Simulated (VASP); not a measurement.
A run of VASP 6.6.1:

Contents of INCAR:

```
SYSTEM = N
  PREC = Accurate
  ENCUT = 520
  EDIFF = 1E-6
  ISMEAR = -1
  SIGMA = 0.02
  LREAL = .False.
  LASPH = .True.
  NELM = 100
  ALGO = Normal
  ISIF = 2
  LWAVE = .False.
  LCHARG = .True.
  GGA = PS
  LELF = .True.
  LVHAR = .True.
  NBANDS = 12
```

The input KPOINTS:

```
Automatic mesh
0
Gamma
  10 10 5
  0 0 0
```

POSCAR

```
N
1.0
    3.6290016496      0.0000000000      0.0000000000
   -1.8145008248      3.1428076190      0.0000000000
    0.0000000000      0.0000000000      5.8900000000
N
2
Direct
    0.3333333333      0.6666666667      0.2500000000
    0.6666666667      0.3333333333      0.7500000000
```

Potentials or basis: VASP PAW PBE potentials, release 64 (N).

The run is started by

```bash
$ cat potpaw_PBE.64/N/POTCAR > POTCAR
$ mpirun -np 1 vasp_std > vasp.out
```

Hardware: 1 thread of AMD EPYC 7R13 (shared host).

Problem. Estimate the wall time of this run.

Solution. Wall time 40 s on 1 thread of AMD EPYC 7R13, on a shared host, peak memory 0.15 GiB. Counts: scf iterations 12, k points 42.
